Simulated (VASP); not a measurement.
# Re (P6_3/mmc) in VASP: notebook

Runs on Re. Level: PBE. Tasks: single point.

Everything below comes from runs of VASP 6.6.1. Logs are shortened: lines on timing, memory, paths and dates and some standing lists are left out, and cuts for length are marked.

## (1) The cell of the first run

It takes space group P6_3/mmc (No. 194, hexagonal). Conventional cell: a = 2.809 Å, b = 2.809 Å, c = 4.536 Å, α = 90.00°, β = 90.00°, γ = 120.00°. Within 3.7 Å of Re (site symmetry -6m2) lie 12 Re at 2.79 to 2.81 Å.

## (2) Single point, PBE

INCAR

```
  PREC = Accurate
  ENCUT = 520
  EDIFF = 1E-6
  ISMEAR = 1
  SIGMA = 0.1
  LREAL = F
  LASPH = T
  NELM = 60
  ALGO = Normal
  ISIF = 2
  LWAVE = F
  LCHARG = F
  GGA = PE
  NBANDS = 14
```

KPOINTS

```
Automatic mesh
0
Gamma
  12 12 7
```

POSCAR

```
Re
1.0
    2.8090333084      0.0000000000      0.0000000000
   -1.4045166542      2.4326942715      0.0000000000
    0.0000000000      0.0000000000      4.5360881974
Re
2
Direct
    0.3333333333      0.6666666667      0.2500000000
    0.6666666667      0.3333333333      0.7500000000
```

Potentials or basis: VASP PAW PBE potentials, release 64 (Re).

On the command line:

```sh
$ cat potpaw_PBE.64/Re/POTCAR > POTCAR
$ mpirun -np 1 vasp_std > vasp.out
```

OUTCAR:

```text
PREC = Accurate
   ENCUT = 520
   EDIFF = 1E-6
   ISMEAR = 1
   LREAL = F
   LASPH = T
   NELM = 60
   ISIF = 2
   GGA = PE

 ion  position               nearest neighbor table
   1  0.333  0.667  0.250-   2 2.79   2 2.79   2 2.79   2 2.79   2 2.79   2 2.79
   2  0.667  0.333  0.750-   1 2.79   1 2.79   1 2.79   1 2.79   1 2.79   1 2.79

  LATTYP: Found a hexagonal cell.
 ALAT       =     2.8090333084
 C/A-ratio  =     1.6148217908

  Lattice vectors:

 A1 = (   2.8090333084,   0.0000000000,   0.0000000000)
 A2 = (  -1.4045166542,   2.4326942715,   0.0000000000)
 A3 = (   0.0000000000,   0.0000000000,   4.5360881974)

Analysis of symmetry for initial positions (statically):
=====================================================================
 Subroutine PRICEL returns:
 Original cell was already a primitive cell.

 Routine SETGRP: Setting up the symmetry group for a
 hexagonal supercell.

 Subroutine GETGRP returns: Found 24 space group operations
 (whereof 12 operations were pure point group operations)
 out of a pool of 24 trial point group operations.

The static configuration has the point symmetry D_3d.
 The point group associated with its full space group is D_6h.

Analysis of symmetry for dynamics (positions and initial velocities):
=====================================================================
 Subroutine PRICEL returns:
 Original cell was already a primitive cell.

 Routine SETGRP: Setting up the symmetry group for a
 hexagonal supercell.

 Subroutine GETGRP returns: Found 24 space group operations
 (whereof 12 operations were pure point group operations)
 out of a pool of 24 trial point group operations.

The dynamic configuration has the point symmetry D_3d.
 The point group associated with its full space group is D_6h.

 Subroutine INISYM returns: Found 24 space group operations
 (whereof 12 operations are pure point group operations),
 and found     1 'primitive' translations

----------------------------------------------------------------------------------------

                                     Primitive cell

  volume of cell :      30.9974

  direct lattice vectors                    reciprocal lattice vectors
     2.809033308  0.000000000  0.000000000     0.355994355  0.205533431  0.000000000
    -1.404516654  2.432694271  0.000000000     0.000000000  0.411066862  0.000000000
     0.000000000  0.000000000  4.536088197     0.000000000  0.000000000  0.220454267

  length of vectors
     2.809033308  2.809033366  4.536088197     0.411066870  0.411066862  0.220454267

  position of ions in fractional coordinates (direct lattice)
     0.333333333  0.666666667  0.250000000
     0.666666667  0.333333333  0.750000000

  ion indices of the primitive-cell ions
   primitive index   ion index
                 1           1
                 2           2

----------------------------------------------------------------------------------------

 KPOINTS: Automatic mesh

Automatic generation of k-mesh.
 Grid dimensions read from file:
 generate k-points for:   12   12    7

 Generating k-lattice:

  Cartesian coordinates                     Fractional coordinates (reciprocal lattice)
     0.029666196  0.017127786  0.000000000     0.083333333  0.000000000  0.000000000
     0.000000000  0.034255572  0.000000000     0.000000000  0.083333333  0.000000000
     0.000000000  0.000000000  0.031493467     0.000000000  0.000000000  0.142857143

  Length of vectors
     0.034255573  0.034255572  0.031493467

  Shift w.r.t. Gamma in fractional coordinates (k-lattice)
     0.000000000  0.000000000  0.000000000

 Subroutine IBZKPT returns following result:
 ===========================================

 Found     76 irreducible k-points:

 Following reciprocal coordinates:
            Coordinates               Weight
  0.000000  0.000000  0.000000      1.000000
  0.083333 -0.000000  0.000000      6.000000
  0.166667  0.000000  0.000000      6.000000
  0.250000  0.000000  0.000000      6.000000
  0.333333  0.000000  0.000000      6.000000
  0.416667  0.000000  0.000000      6.000000
[... 16 lines left out ...]
  0.250000  0.000000  0.142857     12.000000
  0.333333  0.000000  0.142857     12.000000
 [... further k-points ...]
   k-points           NKPTS =     76   k-points in BZ     NKDIM =     76   number of bands    NBANDS=     14
   number of dos      NEDOS =    301   number of ions     NIONS =      2
   total plane-waves  NPLWV =  20736
   dimension x,y,z NGX =    24 NGY =   24 NGZ =   36
   dimension x,y,z NGXF=    48 NGYF=   48 NGZF=   72
   ions per type =               2
   NGX,Y,Z   is equivalent  to a cutoff of  14.20, 14.20, 13.19 a.u.
   NGXF,Y,Z  is equivalent  to a cutoff of  28.41, 28.41, 26.39 a.u.
 SYSTEM =  unknown system
   PREC   = accura    normal or accurate (medium, high low for compatibility)
   ISTART =      0    job   : 0-new  1-cont  2-samecut
   ICHARG =      2    charge: 1-file 2-atom 10-const
   ISPIN  =      1    spin polarized calculation?
   LNONCOLLINEAR =      F non collinear calculations
   LSORBIT =      F    spin-orbit coupling
   LASPH  =      T    aspherical Exc in radial PAW
   ENCUT  =  520.0 eV  38.22 Ry    6.18 a.u.   5.22  5.22  8.43*2*pi/ulx,y,z
   NELM   =     60;   NELMIN=  2; NELMDL= -5     # of ELM steps
   EDIFF  = 0.1E-05   stopping-criterion for ELM
   LREAL  =      F    real-space projection
   EDIFFG = 0.1E-04   stopping-criterion for IOM
   NSW    =      0    number of steps for IOM
   IBRION =     -1    ionic relax: 0-MD 1-quasi-New 2-CG
   NFREE  =      0    steps in history (QN), initial steepest desc. (CG)
   ISIF   =      2    stress and relaxation
   ISYM   =      2    0-nonsym 1-usesym 2-fastsym
   POTIM  = 0.5000    time-step for ionic-motion
   TEBEG  =    0.0;   TEEND  =   0.0 temperature during run
   PSTRESS=    0.0 pullay stress
   NELECT =      14.0000    total number of electrons
   NUPDOWN=      -1.0000    fix difference up-down
   EMIN   =  10.00;   EMAX   =-10.00  energy-range for DOS
   EFERMI =   0.00;   METHOD = LEGACY
   ISMEAR =     1;   SIGMA  =   0.10  broadening in eV -4-tet -1-fermi 0-gaus
   EFERMI_NEDOS =   21; number of points for ismear=-14 and -15
   IALGO  =     38    algorithm
   IMIX   =      4    mixing-type and parameters
     AMIX     =   0.40;   BMIX     =  1.00
     AMIX_MAG =   1.60;   BMIX_MAG =  1.00
  volume/ion in A,a.u.               =      15.50       104.59
  Fermi-wavevector in a.u.,A,eV,Ry     =   1.256056  2.373601 21.465581  1.577676
  Thomas-Fermi vector in A             =   2.389782
   LORBIT       =      0    0 simple, 1 ext, 2 COOP (PROOUT), +10 PAW based schemes
   GGA     = PE    functional components
   LHFCALC =     F    Hartree Fock is set to
   AEXX    =    0.0000 exact exchange contribution
   IVDW    =     0    specifies the selected vdW correction
   LEPSILON=     F    determine dielectric tensor
   LRPA    =     F    only Hartree local field effects (RPA)
 non-spin polarized calculation
 Methfessel and Paxton  Order N= 1 SIGMA  =   0.10
  energy-cutoff  :      520.00
  volume of cell :       31.00
 maximum number of plane-waves:       848
 NGX is ok and might be reduce to    24
   NGX = 11   NGY = 11   NGZ = 17

 number of electron      14.0000000 magnetization

 Free energy of the ion-electron system (eV)
  ---------------------------------------------------
  ext. energy  EPLUGINS =         0.00000000
  ---------------------------------------------------
  free energy    TOTEN  =       -24.80689327 eV

  energy without entropy =      -24.80715087  energy(sigma->0) =      -24.80697914

 E-fermi :   7.2595     XC(G=0): -13.4450

 val. band max:        7.2437372152   @ k =   0.0833  -0.0000   0.0000
 cond. band min:       7.3033456934   @ k =   0.3333   0.0833   0.4286
 fundamental gap:      0.0596084781
 Fermi energy:         7.2595290462

 k-point     1 :       0.0000    0.0000    0.0000
  band No.  band energies     occupation
      1      -2.2512      2.00000
      2       1.0068      2.00000
      3       5.8044      2.00000
      4       5.8063      2.00000
      5       5.8063      2.00000
      6       6.5744      2.00000
      7       6.5744      2.00000
      8       7.4395     -0.02892
      9       7.4395     -0.02892
     10       7.7820     -0.00000
     11      10.3851      0.00000
     12      10.3851      0.00000
     13      16.5928      0.00000
     14      21.3281      0.00000

 k-point     2 :       0.0833   -0.0000    0.0000
  band No.  band energies     occupation
      1      -1.9846      2.00000
      2       1.2556      2.00000
      3       5.2730      2.00000
      4       6.0484      2.00000
      5       6.2407      2.00000
      6       6.4117      2.00000
      7       6.7803      2.00000
      8       6.8023      2.00000
      9       7.2437      1.26362
     10       7.3971     -0.06527
     11      10.5126      0.00000
     12      11.4575      0.00000
     13      16.5644      0.00000
     14      21.8978      0.00000

 k-point     3 :       0.1667    0.0000    0.0000
  band No.  band energies     occupation
      1      -1.2341      2.00000
      2       1.8831      2.00000
      3       4.6781      2.00000
      4       5.3794      2.00000
      5       5.9161      2.00000
      6       6.7546      2.00000
      7       6.7894      2.00000
      8       6.9047      2.00001
      9       7.0548      2.01366
     10       7.4623     -0.01460
     11      10.7775      0.00000
     12      13.3324      0.00000
     13      16.4050      0.00000
     14      23.0651      0.00000
[... 324 lines left out ...]
 k-point    23 :       0.2500    0.0000    0.1429
  band No.  band energies     occupation
      1      -0.0179      2.00000
      2       2.4374      2.00000
      3       3.9072      2.00000
      4       4.5078      2.00000
      5       5.3850      2.00000
      6       6.3410      2.00000
      7       6.5771      2.00000
      8       7.9596     -0.00000
      9       8.0949     -0.00000
     10       8.3740     -0.00000
     11      10.8931      0.00000
     12      13.8943      0.00000
     13      17.4863      0.00000
     14      21.8901      0.00000

 k-point    24 :       0.3333    0.0000    0.1429
  band No.  band energies     occupation
      1       0.8891      2.00000
      2       2.2761      2.00000
      3       3.2481      2.00000
      4       4.4537      2.00000
      5       5.7861      2.00000
      6       6.0027      2.00000
      7       6.5955      2.00000
      8       9.2137     -0.00000
      9       9.2363     -0.00000
     10       9.4924      0.00000
     11      11.0301      0.00000
     12      14.7138      0.00000
     13      17.3739      0.00000
     14      19.8913      0.00000

 [... further k-points ...]
[... 5 lines left out ...]
  --------------------------------------------------------------------------------------
  -------------------------------------------------------------------------------------
  Total       -2.5297969     -2.5297970     -2.3991223      0.0000000      0.0000000      0.0000000
  in kB     -130.7586188   -130.7586259   -124.0043876      0.0000000      0.0000000      0.0000000
  external PRESSURE =    -128.5072108 kB  Pullay stress =       0.0000000 kB

 VOLUME and BASIS-vectors are now :
 -----------------------------------------------------------------------------
  energy-cutoff  :      520.00
  volume of cell :       31.00
      direct lattice vectors                 reciprocal lattice vectors
     2.809033308  0.000000000  0.000000000     0.355994355  0.205533431  0.000000000
    -1.404516654  2.432694271  0.000000000     0.000000000  0.411066862  0.000000000
     0.000000000  0.000000000  4.536088197     0.000000000  0.000000000  0.220454267

 POSITION                                       TOTAL-FORCE (eV/Angst)
 -----------------------------------------------------------------------------------
     -0.00000      1.62180      1.13402         0.000000     -0.000000      0.000000
      1.40452      0.81090      3.40207        -0.000000      0.000000      0.000000
 -----------------------------------------------------------------------------------
    total drift:                               -0.000000      0.000000     -0.000000

  FREE ENERGIE OF THE ION-ELECTRON SYSTEM (eV)
  ---------------------------------------------------
  free  energy   TOTEN  =       -24.8068932728 eV

  energy  without entropy=      -24.8071508667  energy(sigma->0) =      -24.80697914
```

Wall time 34 s (1 thread of AMD EPYC 7R43 (Zen 3), shared host); peak memory 0.14 GiB.

Results:

```
Free energy            : -24.8069 eV
Pressure               : -12.9 GPa
Band gap on the k mesh : zero (band 7 reaches 8.49 eV, above the bottom of band 8 at 5.80 eV)
```

Stress tensor (GPa, compression positive):
```
-13.08   0.00   0.00
  0.00 -13.08   0.00
  0.00   0.00 -12.40
```

Caveat: spin-orbit coupling is left out, which moves the levels of the heavy elements.

## (3) Single point, PBE

This run uses another cell than the first one, of 15.89 Å³/atom, 1.025 times its volume.

INCAR

```
PREC     = Accurate       # precision mode
ENCUT    = 520            # plane-wave cutoff, eV
EDIFF    = 1E-7           # SCF threshold, eV
ISMEAR   = 1              # smearing method
SIGMA    = 0.1            # smearing width, eV
LREAL    = F              # projectors in reciprocal space
LASPH    = T              # aspherical terms in the spheres
NELM     = 60             # most SCF steps
ALGO     = Normal         # electronic algorithm
ISIF     = 2              # what is computed and relaxed
LWAVE    = F              # write WAVECAR
LCHARG   = F              # write CHGCAR
GGA      = PE             # functional
NBANDS   = 14             # bands
```

KPOINTS

```
regular mesh
0
Gamma
  12 12 7
```

POSCAR

```
Re
1.0
    2.8325409562      0.0000000000      0.0000000000
   -1.4162704781      2.4530524922      0.0000000000
    0.0000000000      0.0000000000      4.5740488593
Re
2
Direct
    0.3333333333      0.6666666667      0.2500000000
    0.6666666667      0.3333333333      0.7500000000
```

Potentials or basis: VASP PAW PBE potentials, release 64 (Re).

On the command line:

```sh
$ cat potpaw_PBE.64/Re/POTCAR > POTCAR
$ mpirun -np 1 vasp_std > vasp.out
```

Run time: 36 s. Hardware: 1 thread of AMD EPYC 7R43 (Zen 3), shared host; peak memory 0.14 GiB.

It converged, with:

```yaml
Free_energy: -24.7262 eV
Pressure: -20.2 GPa
Band_gap_on_the_k_mesh: zero (band 7 reaches 8.14 eV, above the bottom of band 8 at 5.57 eV)
```

Stress tensor (GPa, compression positive):
```
-20.38   0.00   0.00
  0.00 -20.38   0.00
  0.00   0.00 -19.91
```

Levels at points of the mesh, in eV from the Fermi level:
```
           k point  band 4  band 5  band 6  band 7  band 8  band 9  band 10  band 11
(0.00, 0.00, 0.00)   -1.39   -1.39   -0.66   -0.66    0.18    0.18     0.49     3.02
(0.50, 0.00, 0.00)   -1.71   -1.69   -1.25   -0.56    3.51    3.87     3.98     5.40
```

Caveat: spin-orbit coupling is left out, which moves the levels of the heavy elements.
